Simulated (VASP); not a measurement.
# Sn in VASP: a series of runs, part 2 of 2

VASP 6.6.1.

## Step 3: Single point, PBE

File INCAR:

```
PREC = Accurate
ENCUT = 400
EDIFF = 1E-6
ISMEAR = -1
SIGMA = 0.02
LREAL = False
LASPH = True
NELM = 120
ALGO = Normal
ISIF = 2
LWAVE = False
LCHARG = False
GGA = PE
NBANDS = 36
GGA_COMPAT = False
NELMDL = -8
```

File KPOINTS:

```
regular mesh
0
Gamma
  7 7 1
```

File POSCAR:

```
Sn
1.0
    4.7064645918      0.0000000000      0.0000000000
    0.0000000000      4.7064645918      0.0000000000
    0.0000000000      0.0000000000     20.9920000000
Sn
4
Direct
    0.0000000000      0.2500000000      0.3807470336
    0.5000000000      0.2500000000      0.4590339912
    0.5000000000      0.7500000000      0.5409660077
    0.0000000000      0.7500000000      0.6192529676
```

Potentials or basis: VASP PAW PBE potentials, release 64 (Sn_d).

The run is started by

```
$ cat potpaw_PBE.64/Sn_d/POTCAR > POTCAR
$ mpirun -np 1 vasp_std > vasp.out
```

OUTCAR:

```text
PREC = Accurate
   ENCUT = 400
   EDIFF = 1E-6
   ISMEAR = -1
   LREAL = False
   LASPH = True
   NELM = 120
   ISIF = 2
   GGA = PE
   NELMDL = -8

 ion  position               nearest neighbor table
   1  0.000  0.250  0.381-   2 2.87   2 2.87
   2  0.500  0.250  0.459-   1 2.87   1 2.87   3 2.91   3 2.91
   3  0.500  0.750  0.541-   4 2.87   4 2.87   2 2.91   2 2.91
   4  0.000  0.750  0.619-   3 2.87   3 2.87

  LATTYP: Found a simple tetragonal cell.
 ALAT       =     4.7064645918
 C/A-ratio  =     4.4602481524

  Lattice vectors:

 A1 = (   4.7064645918,   0.0000000000,   0.0000000000)
 A2 = (   0.0000000000,   4.7064645918,   0.0000000000)
 A3 = (   0.0000000000,   0.0000000000,  20.9920000000)

Analysis of symmetry for initial positions (statically):
=====================================================================
 Subroutine PRICEL returns:
 Original cell was already a primitive cell.

 Routine SETGRP: Setting up the symmetry group for a
 simple tetragonal supercell.

 Subroutine GETGRP returns: Found  8 space group operations
 (whereof  4 operations were pure point group operations)
 out of a pool of 16 trial point group operations.

The static configuration has the point symmetry C_2h.
 The point group associated with its full space group is D_2h.

Analysis of symmetry for dynamics (positions and initial velocities):
=====================================================================
 Subroutine PRICEL returns:
 Original cell was already a primitive cell.

 Routine SETGRP: Setting up the symmetry group for a
 simple tetragonal supercell.

 Subroutine GETGRP returns: Found  8 space group operations
 (whereof  4 operations were pure point group operations)
 out of a pool of 16 trial point group operations.

The dynamic configuration has the point symmetry C_2h.
 The point group associated with its full space group is D_2h.
[... 110 lines left out ...]
   EFERMI_NEDOS =   21; number of points for ismear=-14 and -15
   IALGO  =     38    algorithm
   IMIX   =      4    mixing-type and parameters
     AMIX     =   0.40;   BMIX     =  1.00
     AMIX_MAG =   1.60;   BMIX_MAG =  1.00
  volume/ion in A,a.u.               =     116.25       784.48
  Fermi-wavevector in a.u.,A,eV,Ry     =   0.808456  1.527760  8.892782  0.653601
  Thomas-Fermi vector in A             =   1.917265
   LORBIT       =      0    0 simple, 1 ext, 2 COOP (PROOUT), +10 PAW based schemes
   GGA     = PE    functional components
   LHFCALC =     F    Hartree Fock is set to
   AEXX    =    0.0000 exact exchange contribution
   IVDW    =     0    specifies the selected vdW correction
   LEPSILON=     F    determine dielectric tensor
   LRPA    =     F    only Hartree local field effects (RPA)
 non-spin polarized calculation
  energy-cutoff  :      400.00
  volume of cell :      464.99
 maximum number of plane-waves:      8472
 NGX is ok and might be reduce to    32
   NGX = 15   NGY = 15   NGZ = 69

 number of electron      55.9999962 magnetization

 Free energy of the ion-electron system (eV)
  ---------------------------------------------------
  ext. energy  EPLUGINS =         0.00000000
  ---------------------------------------------------
  free energy    TOTEN  =       -13.11409806 eV

  energy without entropy =      -13.10823785  energy(sigma->0) =      -13.11116796

 E-fermi :  -1.5805     XC(G=0):  -3.4938

 val. band max:       -1.5890139798   @ k =  -0.2857   0.4286   0.0000
 cond. band min:      -1.5121011553   @ k =   0.4286   0.4286   0.0000
 fundamental gap:      0.0769128245
 Fermi energy:        -1.5804653190

 k-point     1 :       0.0000    0.0000    0.0000
  band No.  band energies     occupation
      1     -22.8940      2.00000
      2     -22.8899      2.00000
      3     -22.8262      2.00000
      4     -22.8211      2.00000
      5     -22.8206      2.00000
      6     -22.8204      2.00000
[... 613 lines left out ...]
     35       3.4365      0.00000
     36       3.8166      0.00000

------------------------ aborting loop because EDIFF is reached ----------------------------------------

  FORCE on cell =-STRESS in cart. coord.  units (eV):
  Direction    XX          YY          ZZ          XY          YZ          ZX
  --------------------------------------------------------------------------------------
  -------------------------------------------------------------------------------------
  Total       -0.3860673     -1.4856804     -0.0808273      0.0000000      0.0000000      0.0000000
  in kB       -1.3302405     -5.1190877     -0.2785001      0.0000000      0.0000000      0.0000000
  external PRESSURE =      -2.2426094 kB  Pullay stress =       0.0000000 kB

 VOLUME and BASIS-vectors are now :
 -----------------------------------------------------------------------------
  energy-cutoff  :      400.00
  volume of cell :      464.99
      direct lattice vectors                 reciprocal lattice vectors
     4.706464592  0.000000000  0.000000000     0.212473712  0.000000000  0.000000000
     0.000000000  4.706464592  0.000000000     0.000000000  0.212473712  0.000000000
     0.000000000  0.000000000 20.992000000     0.000000000  0.000000000  0.047637195

 POSITION                                       TOTAL-FORCE (eV/Angst)
 -----------------------------------------------------------------------------------
      0.00000      1.17662      7.99264        -0.000000      0.000000      0.002437
      2.35323      1.17662      9.63604        -0.000000     -0.000000     -0.000390
      2.35323      3.52985     11.35596        -0.000000      0.000000      0.000390
      0.00000      3.52985     12.99936         0.000000      0.000000     -0.002437
 -----------------------------------------------------------------------------------
    total drift:                                0.000000      0.000000      0.000020

  FREE ENERGIE OF THE ION-ELECTRON SYSTEM (eV)
  ---------------------------------------------------
  free  energy   TOTEN  =       -13.1140980579 eV

  energy  without entropy=      -13.1082378524  energy(sigma->0) =      -13.11116796
```

OSZICAR:

```text
N       E                     dE             d eps       ncg     rms          rms(c)
DAV:   1     0.376445934080E+03    0.37645E+03   -0.24910E+04  1520   0.120E+03
DAV:   2     0.210847844538E+02   -0.35536E+03   -0.35102E+03  1284   0.308E+02
DAV:   3    -0.120703635174E+02   -0.33155E+02   -0.32939E+02  1384   0.127E+02
DAV:   4    -0.134041718700E+02   -0.13338E+01   -0.13318E+01  1348   0.281E+01
[... 16 lines left out ...]
DAV:  21    -0.131140880711E+02   -0.33209E-05   -0.41417E-07   948   0.752E-03    0.290E-04
DAV:  22    -0.131140919351E+02   -0.38640E-05   -0.14427E-07   916   0.455E-03    0.345E-04
DAV:  23    -0.131140957512E+02   -0.38161E-05   -0.82383E-08   884   0.406E-03    0.182E-04
DAV:  24    -0.131140975819E+02   -0.18307E-05   -0.62431E-08   868   0.203E-03    0.154E-04
DAV:  25    -0.131140980579E+02   -0.47602E-06   -0.28530E-08   820   0.253E-03
   1 F= -.13114098E+02 E0= -.13111168E+02  d E =-.586021E-02
```

Wall time 6.2 min (1 thread of Oxide Virtual Turin-like, shared host); peak memory 0.39 GiB.

Results:

```yaml
Free_energy: -13.1141 eV
Band_gap_on_the_k_mesh: zero (bands 28 and 29 overlap by 0.61 eV)
```

Forces in eV/Å, atoms in the order of the input:
```
Sn   0.000  0.000  0.002
Sn   0.000  0.000  0.000
Sn   0.000  0.000  0.000
Sn   0.000  0.000 -0.002
```

Caveat: there is no dipole correction, which matters where the two faces differ; spin-orbit coupling is left out, which moves the levels of the heavy elements.

## Step 4: Single point, PBE

File INCAR:

```
PREC = Accurate
ENCUT = 400
EDIFF = 1E-6
ISMEAR = 1
SIGMA = 0.001
LREAL = False
LASPH = True
NELM = 120
ALGO = Normal
ISIF = 2
LWAVE = False
LCHARG = True
LDIPOL = True
IDIPOL = 3
DIPOL = 0.5 0.5 0.500
GGA = PE
LELF = True
LVHAR = True
LVACPOTAV = True
NBANDS = 36
GGA_COMPAT = False
NELMDL = -8
```

KPOINTS is that of step 3.

File POSCAR:

```
Sn
1.0
    4.7064645918      0.0000000000      0.0000000000
    0.0000000000      4.7064645918      0.0000000000
    0.0000000000      0.0000000000     20.9920000000
Sn
4
Direct
    0.0000000000      0.2500000000      0.3810985246
    0.5000000000      0.2500000000      0.4603661749
    0.5000000000      0.7500000000      0.5396338251
    0.0000000000      0.7500000000      0.6189014754
```

The run is started by

```
$ cat potpaw_PBE.64/Sn_d/POTCAR > POTCAR
$ mpirun -np 1 vasp_std > vasp.out
```

It took 7.6 min on 1 thread of Oxide Virtual Turin-like, shared host; peak memory 0.4 GiB.

The run converged. Its results:

| Quantity | Value |
| --- | --- |
| Free energy | -13.1035 eV |
| Largest force | 0.238 eV/Å |
| Band gap on the k mesh | zero (bands 28 and 29 overlap by 0.60 eV) |

Forces in eV/Å, atoms in the order of the input:
```
Sn   0.000  0.000  0.057
Sn   0.000  0.000 -0.238
Sn   0.000  0.000  0.238
Sn   0.000  0.000 -0.057
```

Levels at points of the mesh, in eV from the Fermi level:
| k point | band 24 | band 25 | band 26 | band 27 | band 28 | band 29 | band 30 | band 31 | band 32 | band 33 |
| --- | --- | --- | --- | --- | --- | --- | --- | --- | --- | --- |
| (0.00, 0.00, 0.00) | -2.70 | -1.32 | -1.22 | -0.18 | 0.58 | 1.01 | 1.62 | 1.63 | 1.70 | 2.40 |

Caveat: spin-orbit coupling is left out, which moves the levels of the heavy elements.

## Step 5: Summary

```csv
cell,smearing,dipole correction,gap on the mesh (eV)
"as given, atomic positions A",fermi-dirac 0.02 eV,yes,none
"as given, atomic positions A",fermi-dirac 0.02 eV,no,none
"as given, atomic positions B",methfessel-paxton 0.001 eV,yes,none
```

Alike in all rows: task single point; level PBE; potentials or basis VASP PAW PBE potentials, release 64 (Sn_d); no spin polarisation; k mesh 7 × 7 × 1; cutoff (eV) 400.

Caveats: spin-orbit coupling is left out, which moves the levels of the heavy elements; there is no dipole correction, which matters where the two faces differ (at least some runs).

Absolute energies hang on the potentials; compare differences alone.

The gap in the log of VASP goes by the Fermi energy; the results here count the filled bands.